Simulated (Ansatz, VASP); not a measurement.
**One calculation of Rh, two programs**

```
Rh
1.0
     2.35531    0.00000    0.00000
     0.00000    2.35531    0.00000
     0.00000    0.00000    2.35531
Rh
1
Cartesian
  0.0000 0.0000 0.0000
```

Change from the starting cell: volume scaled by 0.8, LAPW.

Alike in both runs: task single point; functional PBE; k mesh 15 × 15 × 15; occupations fermi-dirac, width 0.1 eV; no spin polarisation.

```csv
,VASP,Ansatz
version,VASP 6.6.1,Ansatz 0.2.0
potentials or method,"VASP PAW PBE potentials, release 64 (Rh_pv), cutoff 520 eV","all-electron LAPW, scalar-relativistic"
```

```csv
,VASP,Ansatz,Ansatz less VASP
pressure (GPa),71.4,70.9,-0.51
```

Both programs put the cell under a high pressure, so it lies far from rest at this level. Ansatz ran all-electron here, and VASP with PAW potentials.

Noted on VASP's run: the cell as given lies far from equilibrium.
